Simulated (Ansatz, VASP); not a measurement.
# NbOs3Au in VASP and in Ansatz

```
CELL_PARAMETERS angstrom
4.72581 0.00000 0.00000
0.00000 4.72581 0.00000
0.00000 0.00000 4.72581
ATOMIC_POSITIONS crystal
Nb 0.00000 0.00000 0.00000
Os 0.00000 0.50000 0.50000
Os 0.50000 0.00000 0.50000
Os 0.50000 0.50000 0.00000
Au 0.50000 0.50000 0.50000
```

Alike in both runs: task relaxation of cell and atoms; functional PBE; k mesh 8 × 8 × 8; occupations gaussian, width 0.1 eV; no spin polarisation.

|  | VASP | Ansatz |
| --- | --- | --- |
| version | VASP 6.6.1 | Ansatz 0.2.0 |
| potentials or method | VASP PAW PBE potentials, release 64 (Nb_sv, Os, Au), cutoff 600 eV | scalar-relativistic, plane waves, PAW |
| valence electrons in the cell | 48 | 80 |

|  | VASP | Ansatz | Ansatz less VASP |
| --- | --- | --- | --- |
| gap on the k mesh at the Fermi level, each at its own relaxed structure (eV) | none | none | - |
| relaxed volume (Å³/atom) | 21.08 | 21.13 | +0.055 |
| relaxed cell length with the largest relative difference (Å) | 4.724 | 4.728 | +0.0041 |

A gap of «none» marks a metal or a gap that the smearing closes. VASP's potentials hold 48 valence electrons a cell and Ansatz's 80, so a difference there can come from the potentials and not from the codes.

Spin-orbit coupling is off throughout.
